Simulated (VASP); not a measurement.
Set up this calculation in VASP 6.6.1, as the native input.

```
Task                   : single point
Functional             : PBE
Potentials or basis    : VASP PAW PBE potentials, release 64 (Sc_sv)
Cutoff                 : 520 eV
k mesh                 : 14 × 14 × 14
Occupations            : fermi-dirac, width 0.1 eV
Spin                   : no spin polarisation
Dipole correction      : no
Further INCAR settings : ALGO = Normal; EDIFF = 1e-07; NBANDS = 12
```

The structure of Sc lies in POSCAR:

```
Sc
1.0
   -1.8647409428      1.8647409428      1.8647409428
    1.8647409428     -1.8647409428      1.8647409428
    1.8647409428      1.8647409428     -1.8647409428
Sc
1
Direct
    0.0000000000      0.0000000000      0.0000000000
```

This cell differs from its parent crystal: volume scaled by 1.04.

One way to write it, as run:

INCAR

```
ALGO = Normal
EDIFF = 1E-7
ENCUT = 520
GGA = PE
ISIF = 2
ISMEAR = -1
LASPH = True
LCHARG = False
LREAL = False
LWAVE = False
NBANDS = 12
NELM = 60
PREC = Accurate
SIGMA = 0.1
```

KPOINTS

```
k-points
0
Gamma
  14 14 14
```

Potentials or basis: VASP PAW PBE potentials, release 64 (Sc_sv).

The run is started by

```console
$ cat potpaw_PBE.64/Sc_sv/POTCAR > POTCAR
$ mpirun -np 1 vasp_std > vasp.out
```

Results of the run:

* Pressure: -1.9 GPa

It took 31 s on 1 thread of Intel(R) Xeon(R) Platinum 8259CL CPU @ 2.50GHz (Skylake/Cascade Lake), on a shared host, peak memory 0.15 GiB.
